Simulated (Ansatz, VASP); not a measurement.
# One calculation of Si, two programs

INCAR

```
ALGO     = Normal         # electronic algorithm
EDIFF    = 1E-6           # SCF threshold, eV
EDIFFG   = -0.04          # ionic threshold
ENCUT    = 600            # plane-wave cutoff, eV
GGA      = PE             # functional
IBRION   = 2              # ionic algorithm
ISIF     = 3              # what is computed and relaxed
ISMEAR   = 0              # smearing method
LASPH    = True           # aspherical terms in the spheres
LCHARG   = False          # write CHGCAR
LREAL    = False          # projectors in reciprocal space
LWAVE    = False          # write WAVECAR
NELM     = 100            # most SCF steps
NSW      = 90             # ionic steps
PREC     = Accurate       # precision mode
SIGMA    = 0.1            # smearing width, eV
```

File KPOINTS:

```
k-points
0
Gamma
  6 6 6
```

File POSCAR:

```
Si
1.0
    1.8402791900     -4.2519924700      0.0000000000
    1.8402791900      4.2519924700      0.0000000000
    0.0000000000      0.0000000000      3.2606844000
Si
3
Direct
    0.6780484600      0.3219515400      0.5000000000
    0.3219515400      0.6780484600      0.5000000000
    0.5000000000      0.5000000000      0.0000000000
```

Input for Ansatz:

```yaml
crystal:
  lattice:
    - [1.84027919, -4.25199247, 0.0]
    - [1.84027919, 4.25199247, 0.0]
    - [0.0, 0.0, 3.2606844]
  atoms:
    - { symbol: Si, position: [0.67804846, 0.32195154, 0.5] }
    - { symbol: Si, position: [0.32195154, 0.67804846, 0.5] }
    - { symbol: Si, position: [0.5, 0.5, 0.0] }
basis:
  ecutwfc: 420
kpoints:
  mp_grid: { grid: [6, 6, 6] }
hamiltonian:
  xc: pbe
scf:
  occupations: { method: gaussian, width: 0.1 }
  lower_state_search: "off"
output:
  forces: true
  stress: true
  eigenvalues: true
relax:
  adjacent_minimum: "off"
  f_tol: 0.04
  max_steps: 70
  cell: { stress_tol: 0.4 }
```

Alike in both runs: task relaxation of cell and atoms; functional PBE; k mesh 6 × 6 × 6; occupations gaussian, width 0.1 eV; no spin polarisation.

```csv
,VASP,Ansatz
version,VASP 6.6.1,Ansatz 0.2.0
potentials or method,"VASP PAW PBE potentials, release 64 (Si), cutoff 600 eV","scalar-relativistic, plane waves, PAW"
valence electrons in the cell,12,12
```

|  | VASP | Ansatz | Ansatz less VASP |
| --- | --- | --- | --- |
| gap on the k mesh at the Fermi level, each at its own relaxed structure (eV) | none | none | - |
| relaxed volume (Å³/atom) | 20.56 | 20.53 | -0.031 |
| relaxed length of the cell vector where the two differ most in proportion (Å) | 3.617 | 3.608 | -0.0090 |

A gap of «none» marks a metal or a gap that the smearing closes.

Noted on VASP's run: the volume moved by over 15 % at a fixed basis, so the end points are rough.
